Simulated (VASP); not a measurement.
RbBr3: single point with PBE

The system is RbBr3.

```
Rb Br
1.0
    -2.25857    2.25857    6.43700
     2.25857   -2.25857    6.43700
     2.25857    2.25857   -6.43700
Rb Br
1 3
Direct
  0.00000 0.00000 0.00000
  0.75000 0.25000 0.50000
  0.25000 0.75000 0.50000
  0.50000 0.50000 0.00000
```

* Program: VASP 6.6.1
* Task: single point
* Functional: PBE
* Potentials or basis: VASP PAW PBE potentials, release 64 (Rb_sv, Br)
* Cutoff: 500 eV
* k mesh: 7 × 7 × 7
* Occupations: gaussian, width 0.01 eV
* Spin: no spin polarisation

```json
{
  "Pressure": "0.8 GPa",
  "Band gap on the k mesh": "zero (bands 15 and 16 overlap by 0.78 eV)"
}
```

Stress tensor (GPa, compression positive):
```
0.64 0.00 0.00
0.00 0.64 0.00
0.00 0.00 0.99
```

Levels at points of the mesh, in eV from the Fermi level:
```tsv
k point	band 11	band 12	band 13	band 14	band 15	band 16	band 17	band 18	band 19	band 20
(0.00, 0.00, 0.00)	-0.66	-0.22	-0.22	0.11	0.41	0.41	5.36	6.40	6.92	7.46
```

It took 11 min on 1 thread of Intel Xeon 8259CL, on a shared host, peak memory 0.44 GiB.
